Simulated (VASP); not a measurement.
SiC, 2 atoms in the cell. The structure is cubic, space group F-43m (No. 216). The conventional cell has a = 4.344 Å, b = 4.344 Å, c = 4.344 Å, α = 90.00°, β = 90.00°, γ = 90.00°. Within 2.5 Å of Si (site symmetry -43m) lie 4 C at 1.88 Å. C (site symmetry -43m) has 4 Si at 1.88 Å within 2.5 Å. 

```yaml
Program: VASP 6.6.1
Task: phonons
Functional: r2SCAN
Potentials_or_basis: VASP PAW PBE potentials, release 64 (Si, C)
Cutoff: 520 eV
k_mesh: 10 × 10 × 10
Occupations: gaussian, width 0.01 eV
Spin: no spin polarisation
Dipole_correction: no
Further_INCAR_settings: ALGO = Normal; EDIFF = 1e-08; IBRION = 6; POTIM = 0.015; NSW = 1
```

Potentials or basis: VASP PAW PBE potentials, release 64 (Si, C).

The run is started by

```console
$ cat potpaw_PBE.64/Si/POTCAR potpaw_PBE.64/C/POTCAR > POTCAR
$ mpirun -np 1 vasp_std > vasp.out
```

Hardware: 1 thread of Intel(R) Xeon(R) Platinum 8259CL CPU @ 2.50GHz (Skylake/Cascade Lake), with other jobs on the host.

Estimate the wall time of this run.

Wall time 4.7 min on 1 thread of Intel(R) Xeon(R) Platinum 8259CL CPU @ 2.50GHz (Skylake/Cascade Lake) (shared host), peak memory 0.18 GiB. Counts: scf iterations 63, k points 47.
